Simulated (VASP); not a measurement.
# Pd (Fm-3m) in VASP: further runs

Pd is run at these levels: revPBE; tasks: single point, relaxation of cell and atoms.

All numbers are computed with VASP 6.6.1; they aren't measurements. Logs are shortened: lines on timing, memory, paths and dates and some standing lists are left out, and cuts for length are marked.

### Step 1. The cell of the first run

Symmetry: Fm-3m, No. 225, cubic system. The conventional cell has a = 3.975 Å, b = 3.975 Å, c = 3.975 Å, α = 90.00°, β = 90.00°, γ = 90.00°. Pd (site symmetry m-3m) has 12 Pd at 2.81 Å within 3.7 Å.

### Step 2. Single point, revPBE, collinear spin

The input, INCAR:

```
  ALGO = Normal
  EDIFF = 1E-6
  ENCUT = 520
  GGA = RE
  ISIF = 2
  ISMEAR = -1
  ISPIN = 2
  LASPH = True
  LCHARG = False
  LMAXMIX = 4
  LORBIT = 11
  LREAL = False
  LWAVE = False
  MAGMOM = 0.5
  NBANDS = 15
  NELM = 150
  PREC = Accurate
  SIGMA = 0.05
```

The input, KPOINTS:

```
k-points
0
Gamma
  14 14 14
```

The input, POSCAR:

```
Pd
1.0
    0.0000000000      1.9872899161      1.9872899161
    1.9872899161      0.0000000000      1.9872899161
    1.9872899161      1.9872899161      0.0000000000
Pd
1
Direct
    0.0000000000      0.0000000000      0.0000000000
```

Potentials or basis: VASP PAW PBE potentials, release 64 (Pd).

The run is started by

```sh
$ cat potpaw_PBE.64/Pd/POTCAR > POTCAR
$ mpirun -np 1 vasp_std > vasp.out
```

OUTCAR:

```text
EDIFF = 1E-6
   ENCUT = 520
   GGA = RE
   ISIF = 2
   ISMEAR = -1
   ISPIN = 2
   LASPH = True
   LORBIT = 11
   LREAL = False
   NELM = 150
   PREC = Accurate

 ion  position               nearest neighbor table
   1  0.000  0.000  0.000-

  LATTYP: Found a face centered cubic cell.
 ALAT       =     3.9745798322

  Lattice vectors:

 A1 = (   0.0000000000,   1.9872899161,   1.9872899161)
 A2 = (   1.9872899161,   0.0000000000,   1.9872899161)
 A3 = (   1.9872899161,   1.9872899161,   0.0000000000)

Analysis of symmetry for initial positions (statically):
=====================================================================
 Subroutine PRICEL returns:
 Original cell was already a primitive cell.

 Routine SETGRP: Setting up the symmetry group for a
 face centered cubic supercell.

 Subroutine GETGRP returns: Found 48 space group operations
 (whereof 48 operations were pure point group operations)
 out of a pool of 48 trial point group operations.

The static configuration has the point symmetry O_h .

Analysis of symmetry for dynamics (positions and initial velocities):
=====================================================================
 Subroutine PRICEL returns:
 Original cell was already a primitive cell.

 Routine SETGRP: Setting up the symmetry group for a
 face centered cubic supercell.

 Subroutine GETGRP returns: Found 48 space group operations
 (whereof 48 operations were pure point group operations)
 out of a pool of 48 trial point group operations.

The dynamic configuration has the point symmetry O_h .

Analysis of structural, dynamic, and magnetic symmetry:
=====================================================================
 Subroutine PRICEL returns:
 Original cell was already a primitive cell.

 Routine SETGRP: Setting up the symmetry group for a
 face centered cubic supercell.

 Subroutine GETGRP returns: Found 48 space group operations
 (whereof 48 operations were pure point group operations)
 out of a pool of 48 trial point group operations.

The overall configuration has the point symmetry O_h .

 Subroutine INISYM returns: Found 48 space group operations
 (whereof 48 operations are pure point group operations),
 and found     1 'primitive' translations

----------------------------------------------------------------------------------------

                                     Primitive cell

  volume of cell :      15.6969

  direct lattice vectors                    reciprocal lattice vectors
     0.000000000  1.987289916  1.987289916    -0.251598922  0.251598922  0.251598922
     1.987289916  0.000000000  1.987289916     0.251598922 -0.251598922  0.251598922
     1.987289916  1.987289916  0.000000000     0.251598922  0.251598922 -0.251598922

  length of vectors
     2.810452352  2.810452352  2.810452352     0.435782116  0.435782116  0.435782116

  position of ions in fractional coordinates (direct lattice)
     0.000000000  0.000000000  0.000000000

  ion indices of the primitive-cell ions
   primitive index   ion index
                 1           1

----------------------------------------------------------------------------------------

 KPOINTS: k-points

Automatic generation of k-mesh.
 Grid dimensions read from file:
 generate k-points for:   14   14   14

 Generating k-lattice:

  Cartesian coordinates                     Fractional coordinates (reciprocal lattice)
    -0.017971352  0.017971352  0.017971352     0.071428571  0.000000000  0.000000000
     0.017971352 -0.017971352  0.017971352     0.000000000  0.071428571  0.000000000
     0.017971352  0.017971352 -0.017971352     0.000000000  0.000000000  0.071428571

  Length of vectors
     0.031127294  0.031127294  0.031127294

  Shift w.r.t. Gamma in fractional coordinates (k-lattice)
     0.000000000  0.000000000  0.000000000

 Subroutine IBZKPT returns following result:
 ===========================================

 Found    104 irreducible k-points:

 Following reciprocal coordinates:
            Coordinates               Weight
  0.000000  0.000000  0.000000      1.000000
  0.071429  0.000000  0.000000      8.000000
  0.142857  0.000000  0.000000      8.000000
  0.214286  0.000000  0.000000      8.000000
  0.285714  0.000000  0.000000      8.000000
  0.357143  0.000000  0.000000      8.000000
[... 16 lines left out ...]
  0.214286  0.142857  0.000000     24.000000
  0.285714  0.142857  0.000000     24.000000
 [... further k-points ...]
   k-points           NKPTS =    104   k-points in BZ     NKDIM =    104   number of bands    NBANDS=     15
   number of dos      NEDOS =    301   number of ions     NIONS =      1
   total plane-waves  NPLWV =  13824
   dimension x,y,z NGX =    24 NGY =   24 NGZ =   24
   dimension x,y,z NGXF=    48 NGYF=   48 NGZF=   48
   ions per type =               1
   NGX,Y,Z   is equivalent  to a cutoff of  14.20, 14.20, 14.20 a.u.
   NGXF,Y,Z  is equivalent  to a cutoff of  28.39, 28.39, 28.39 a.u.
 SYSTEM =  unknown system
   PREC   = accura    normal or accurate (medium, high low for compatibility)
   ISTART =      0    job   : 0-new  1-cont  2-samecut
   ICHARG =      2    charge: 1-file 2-atom 10-const
   ISPIN  =      2    spin polarized calculation?
   LNONCOLLINEAR =      F non collinear calculations
   LSORBIT =      F    spin-orbit coupling
   LASPH  =      T    aspherical Exc in radial PAW
   ENCUT  =  520.0 eV  38.22 Ry    6.18 a.u.   5.23  5.23  5.23*2*pi/ulx,y,z
   NELM   =    150;   NELMIN=  2; NELMDL= -5     # of ELM steps
   EDIFF  = 0.1E-05   stopping-criterion for ELM
   LREAL  =      F    real-space projection
   EDIFFG = 0.1E-04   stopping-criterion for IOM
   NSW    =      0    number of steps for IOM
   IBRION =     -1    ionic relax: 0-MD 1-quasi-New 2-CG
   NFREE  =      0    steps in history (QN), initial steepest desc. (CG)
   ISIF   =      2    stress and relaxation
   ISYM   =      2    0-nonsym 1-usesym 2-fastsym
   POTIM  = 0.5000    time-step for ionic-motion
   TEBEG  =    0.0;   TEEND  =   0.0 temperature during run
   PSTRESS=    0.0 pullay stress
   NELECT =      10.0000    total number of electrons
   NUPDOWN=      -1.0000    fix difference up-down
   EMIN   =  10.00;   EMAX   =-10.00  energy-range for DOS
   EFERMI =   0.00;   METHOD = LEGACY
   ISMEAR =    -1;   SIGMA  =   0.05  broadening in eV -4-tet -1-fermi 0-gaus
   EFERMI_NEDOS =   21; number of points for ismear=-14 and -15
   IALGO  =     38    algorithm
   IMIX   =      4    mixing-type and parameters
     AMIX     =   0.40;   BMIX     =  1.00
     AMIX_MAG =   1.60;   BMIX_MAG =  1.00
  volume/ion in A,a.u.               =      15.70       105.93
  Fermi-wavevector in a.u.,A,eV,Ry     =   1.408652  2.661966 26.998033  1.984299
  Thomas-Fermi vector in A             =   2.530788
   LORBIT       =     11    0 simple, 1 ext, 2 COOP (PROOUT), +10 PAW based schemes
   GGA     = RE    functional components
   LHFCALC =     F    Hartree Fock is set to
   AEXX    =    0.0000 exact exchange contribution
   IVDW    =     0    specifies the selected vdW correction
   LEPSILON=     F    determine dielectric tensor
   LRPA    =     F    only Hartree local field effects (RPA)
 spin polarized calculation
  energy-cutoff  :      520.00
  volume of cell :       15.70
 maximum number of plane-waves:       444
 NGX is ok and might be reduce to    24
   NGX = 11   NGY = 11   NGZ = 11

 number of electron      10.0000001 magnetization       0.4165680

 Free energy of the ion-electron system (eV)
  ---------------------------------------------------
  ext. energy  EPLUGINS =         0.00000000
  ---------------------------------------------------
  free energy    TOTEN  =        -4.75134313 eV

  energy without entropy =       -4.73506625  energy(sigma->0) =       -4.74320469

 E-fermi :   8.8871     XC(G=0): -12.7198

 val. band max:        8.8855141357   @ k =   0.5000   0.4286   0.0000
 cond. band min:       8.8913343686   @ k =  -0.3571   0.3571   0.0714
 fundamental gap:      0.0058202329
 Fermi energy:         8.8870828011

 spin component 1

 k-point     1 :       0.0000    0.0000    0.0000
  band No.  band energies     occupation
      1       2.1989      1.00000
      2       6.1202      1.00000
      3       6.1202      1.00000
      4       6.1202      1.00000
      5       7.5950      1.00000
      6       7.5950      1.00000
      7      25.9905      0.00000
      8      30.4316      0.00000
      9      30.4316      0.00000
     10      30.4316      0.00000
     11      35.0283      0.00000
     12      35.6660      0.00000
     13      38.2007      0.00000
     14      38.2007      0.00000
     15      38.2007      0.00000
[... 397 lines left out ...]
 k-point    24 :       0.2857    0.1429    0.0000
  band No.  band energies     occupation
      1       4.1827      1.00000
      2       5.4591      1.00000
      3       6.4229      1.00000
      4       6.7813      1.00000
      5       7.7537      1.00000
      6       8.0975      1.00000
      7      23.6646      0.00000
      8      27.1289      0.00000
      9      27.9585      0.00000
     10      29.9416      0.00000
     11      34.0185      0.00000
     12      35.3576      0.00000
     13      36.3612      0.00000
     14      36.6075      0.00000
     15      39.6702      0.00000

 [... further k-points ...]

 spin component 2

 k-point     1 :       0.0000    0.0000    0.0000
  band No.  band energies     occupation
      1       2.2227      1.00000
      2       6.4503      1.00000
      3       6.4503      1.00000
      4       6.4503      1.00000
      5       7.8633      1.00000
      6       7.8633      1.00000
      7      25.9890      0.00000
      8      30.4352      0.00000
      9      30.4352      0.00000
     10      30.4352      0.00000
     11      35.2567      0.00000
     12      35.9272      0.00000
     13      38.2675      0.00000
     14      38.2675      0.00000
     15      38.2675      0.00000
[... 397 lines left out ...]
 k-point    24 :       0.2857    0.1429    0.0000
  band No.  band energies     occupation
      1       4.2560      1.00000
      2       5.7390      1.00000
      3       6.7013      1.00000
      4       7.0988      1.00000
      5       8.0310      1.00000
      6       8.3932      0.99995
      7      23.7373      0.00000
      8      27.1465      0.00000
      9      28.0226      0.00000
     10      29.9887      0.00000
     11      34.1425      0.00000
     12      35.8623      0.00000
     13      36.3999      0.00000
     14      36.6595      0.00000
     15      39.7448      0.00000

 [... further k-points ...]

------------------------ aborting loop because EDIFF is reached ----------------------------------------

  FORCE on cell =-STRESS in cart. coord.  units (eV):
  Direction    XX          YY          ZZ          XY          YZ          ZX
  --------------------------------------------------------------------------------------
  -------------------------------------------------------------------------------------
  Total       -0.0265519     -0.0265519     -0.0265519      0.0000000      0.0000000      0.0000000
  in kB       -2.7101469     -2.7101469     -2.7101469      0.0000000      0.0000000      0.0000000
  external PRESSURE =      -2.7101469 kB  Pullay stress =       0.0000000 kB

 VOLUME and BASIS-vectors are now :
 -----------------------------------------------------------------------------
  energy-cutoff  :      520.00
  volume of cell :       15.70
      direct lattice vectors                 reciprocal lattice vectors
     0.000000000  1.987289916  1.987289916    -0.251598922  0.251598922  0.251598922
     1.987289916  0.000000000  1.987289916     0.251598922 -0.251598922  0.251598922
     1.987289916  1.987289916  0.000000000     0.251598922  0.251598922 -0.251598922

 POSITION                                       TOTAL-FORCE (eV/Angst)
 -----------------------------------------------------------------------------------
      0.00000      0.00000      0.00000         0.000000      0.000000      0.000000
 -----------------------------------------------------------------------------------
    total drift:                               -0.000000      0.000000      0.000000

  FREE ENERGIE OF THE ION-ELECTRON SYSTEM (eV)
  ---------------------------------------------------
  free  energy   TOTEN  =        -4.7513431273 eV

  energy  without entropy=       -4.7350662540  energy(sigma->0) =       -4.74320469

 total charge

# of ion       s       p       d       tot
------------------------------------------
    1        0.464   0.415   8.446   9.324

 magnetization (x)

# of ion       s       p       d       tot
------------------------------------------
    1        0.000  -0.006   0.423   0.418
```

It took 27 s on 1 thread of AMD EPYC 9R45 (Zen 5), shared host; peak memory 0.14 GiB.

Results:

```
Free energy                                           : -4.7513 eV
Pressure                                              : -0.3 GPa
Net moment                                            : 0.42 μB per cell
Site moments                                          : Pd +0.42 μB
Valence electrons inside the program's atomic spheres : Pd 9.32
```

Levels at points of the mesh, in eV from the Fermi level:
Spin up:
```
           k point  band 3  band 4  band 5  band 6  band 7  band 8
(0.00, 0.00, 0.00)   -2.77   -2.77   -1.29   -1.29   17.10   21.54
(0.50, 0.00, 0.00)   -2.78   -0.24   -0.24    1.14    6.73   16.45
(0.50, 0.50, 0.00)   -0.24    0.02    0.02    3.34   10.06   12.85
```
Spin down:
```
           k point  band 3  band 4  band 5  band 6  band 7  band 8
(0.00, 0.00, 0.00)   -2.44   -2.44   -1.02   -1.02   17.10   21.55
(0.50, 0.00, 0.00)   -2.51    0.10    0.10    1.13    6.93   16.43
(0.50, 0.50, 0.00)    0.04    0.41    0.41    3.35   10.20   12.88
```

Caveat: the PAW data sets were made with another functional, which shifts forces and pressure a little.

### Step 3. Relaxation of cell and atoms, revPBE, collinear spin

This run uses another cell than the first one, of 14.71 Å³/atom.

The input, INCAR:

```
ALGO = Normal
EDIFF = 1E-7
EDIFFG = -0.01
ENCUT = 600
GGA = RE
IBRION = 2
ISIF = 3
ISMEAR = -1
ISPIN = 2
LASPH = True
LCHARG = False
LMAXMIX = 4
LORBIT = 11
LREAL = False
LWAVE = False
MAGMOM = 0.5
NELM = 150
NSW = 80
PREC = Accurate
SIGMA = 0.05
```

KPOINTS is that of step 2.

The input, POSCAR:

```
Pd
1.0
    0.0000000000      1.9449000000      1.9449000000
    1.9449000000      0.0000000000      1.9449000000
    1.9449000000      1.9449000000      0.0000000000
Pd
1
Direct
    0.0000000000      0.0000000000      0.0000000000
```

Potentials or basis: VASP PAW PBE potentials, release 64 (Pd).

The run is started by

```sh
$ cat potpaw_PBE.64/Pd/POTCAR > POTCAR
$ mpirun -np 1 vasp_std > vasp.out
```

OUTCAR:

```text
EDIFF = 1E-7
   EDIFFG = -0.01
   ENCUT = 600
   GGA = RE
   IBRION = 2
   ISIF = 3
   ISMEAR = -1
   ISPIN = 2
   LASPH = True
   LORBIT = 11
   LREAL = False
   NELM = 150
   NSW = 80
   PREC = Accurate

 ion  position               nearest neighbor table
   1  0.000  0.000  0.000-

  LATTYP: Found a face centered cubic cell.
 ALAT       =     3.8898000000

  Lattice vectors:

 A1 = (   0.0000000000,   1.9449000000,   1.9449000000)
 A2 = (   1.9449000000,   0.0000000000,   1.9449000000)
 A3 = (   1.9449000000,   1.9449000000,   0.0000000000)

Analysis of symmetry for initial positions (statically):
=====================================================================
 Subroutine PRICEL returns:
 Original cell was already a primitive cell.

 Routine SETGRP: Setting up the symmetry group for a
 face centered cubic supercell.

 Subroutine GETGRP returns: Found 48 space group operations
 (whereof 48 operations were pure point group operations)
[... 302 lines left out ...]

 k-point     1 :       0.0000    0.0000    0.0000
  band No.  band energies     occupation
      1       2.2188      1.00000
      2       6.1482      1.00000
      3       6.1482      1.00000
      4       6.1482      1.00000
      5       7.6287      1.00000
      6       7.6287      1.00000
      7      26.0306      0.00000
      8      30.4855      0.00000
      9      30.4855      0.00000
[... 265 lines left out ...]
 k-point    24 :       0.2857    0.1429    0.0000
  band No.  band energies     occupation
      1       4.2058      1.00000
      2       5.4844      1.00000
      3       6.4518      1.00000
      4       6.8119      1.00000
      5       7.7876      1.00000
      6       8.1334      1.00000
      7      23.7234      0.00000
      8      27.1795      0.00000
      9      28.0238      0.00000

 [... further k-points ...]

 spin component 2

 k-point     1 :       0.0000    0.0000    0.0000
  band No.  band energies     occupation
      1       2.2428      1.00000
      2       6.4773      1.00000
      3       6.4773      1.00000
      4       6.4773      1.00000
      5       7.8965      1.00000
      6       7.8965      1.00000
      7      26.0295      0.00000
      8      30.4894      0.00000
      9      30.4894      0.00000
[... 304 lines left out ...]
  FREE ENERGIE OF THE ION-ELECTRON SYSTEM (eV)
  ---------------------------------------------------
  free  energy   TOTEN  =        -4.7507662486 eV

  energy  without entropy=       -4.7344749406  energy(sigma->0) =       -4.74262059

 reached required accuracy - stopping structural energy minimisation

 total charge

# of ion       s       p       d       tot
------------------------------------------
    1        0.465   0.417   8.448   9.329

 magnetization (x)

# of ion       s       p       d       tot
------------------------------------------
    1        0.000  -0.006   0.422   0.416
```

CONTCAR:

```text
Pd
   1.00000000000000
     0.0000000000000000    1.9856866871978525    1.9856866871978525
     1.9856866871978525    0.0000000000000000    1.9856866871978525
     1.9856866871978525    1.9856866871978525    0.0000000000000000
  Pd
     1
Direct
     0.0000000000000000    0.0000000000000000    0.0000000000000000

  0.00000000E+00  0.00000000E+00  0.00000000E+00
```

It took 59 s on 1 thread of AMD EPYC 9R45 (Zen 5), shared host; peak memory 0.15 GiB.

Results:

* Free energy: -4.7508 eV
* Relaxed volume: 15.66 Å³/atom
* Relaxed cell: a = 2.808 Å, b = 2.808 Å, c = 2.808 Å, α = 60.00°, β = 60.00°, γ = 60.00°
* Space group after relaxing (to 0.1 Å): Fm-3m (No. 225)
* Energy gained by relaxing: 31.0 meV/atom
* Ionic steps: 4
* Pressure after relaxing: 0.0 GPa
* Net moment: 0.42 μB per cell
* Site moments: Pd +0.42 μB
* Valence electrons inside the program's atomic spheres: Pd 9.33

Step by step:
| step | energy change (eV) | largest force (eV/Å) | pressure (GPa) | volume (Å³) |
| --- | --- | --- | --- | --- |
| 1 | 0.0000 | 0.0000 | 11.24 | 14.71 |
| 2 | 0.0157 | 0.0000 | -10.00 | 17.02 |
| 3 | -0.0310 | 0.0000 | -0.17 | 15.68 |
| 4 | -0.0310 | 0.0000 | 0.02 | 15.66 |

Final structure:
```
Pd
1.0
     0.00000    1.98569    1.98569
     1.98569    0.00000    1.98569
     1.98569    1.98569    0.00000
Pd
1
Direct
  0.00000 0.00000 0.00000
```

Caveat: the PAW data sets were made with another functional, which shifts forces and pressure a little. revPBE gives volumes clearly too large for solids.

[end of part 1 of 2]
